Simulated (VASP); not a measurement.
Si2Mo:

```
Mo Si
1.0
     4.58547    0.00000    0.00000
    -2.29274    3.97113    0.00000
     0.00000    0.00000    6.57976
Mo Si
3 6
Direct
  0.50000 0.50000 0.83333
  0.00000 0.50000 0.16667
  0.50000 0.00000 0.50000
  0.16387 0.32775 0.50000
  0.67225 0.83613 0.16667
  0.83613 0.16387 0.83333
  0.83613 0.67225 0.50000
  0.32775 0.16387 0.16667
  0.16387 0.83613 0.83333
```

- Program: VASP 6.6.1
- Task: relaxation of cell and atoms
- Functional: RPBE
- Potentials or basis: VASP PAW PBE potentials, release 64 (Mo_sv, Si)
- Cutoff: 600 eV
- k mesh: 7 × 7 × 4
- Occupations: fermi-dirac, width 0.05 eV
- Spin: no spin polarisation

At the start: pressure 6.0 GPa; volume 13.31 Å³/atom.

**Question.** How do energy, volume and symmetry change on relaxing?

**Answer.** Over 5 steps the energy falls by 6.9 meV/atom and the volume is 13.69 Å³/atom (+2.8 %); space group P6_222 (No. 180, to 0.05 Å).

The path:
| step | energy change (eV) | largest force (eV/Å) | pressure (GPa) | volume (Å³) |
| --- | --- | --- | --- | --- |
| 1 | 0.0000 | 0.0076 | 6.00 | 119.81 |
| 2 | 0.0783 | 0.0228 | -7.90 | 128.67 |
| 3 | -0.0618 | 0.0048 | -0.05 | 123.25 |
| 4 | -0.0618 | 0.0046 | 0.06 | 123.18 |
| 5 | -0.0621 | 0.0009 | 0.06 | 123.19 |

Final structure:
```yaml
crystal:
  lattice:
    - [4.63130, 0.00000, 0.00000]
    - [-2.31565, 4.01082, 0.00000]
    - [0.00000, 0.00000, 6.63218]
  atoms:
    - { symbol: Mo, position: [0.50000, 0.50000, 0.83333] }
    - { symbol: Mo, position: [0.00000, 0.50000, 0.16667] }
    - { symbol: Mo, position: [0.50000, 0.00000, 0.50000] }
    - { symbol: Si, position: [0.16388, 0.32776, 0.50000] }
    - { symbol: Si, position: [0.67224, 0.83612, 0.16667] }
    - { symbol: Si, position: [0.83612, 0.16388, 0.83333] }
    - { symbol: Si, position: [0.83612, 0.67224, 0.50000] }
    - { symbol: Si, position: [0.32776, 0.16388, 0.16667] }
    - { symbol: Si, position: [0.16388, 0.83612, 0.83333] }
```

Caveat: the PAW data sets were made with another functional, which shifts forces and pressure a little.
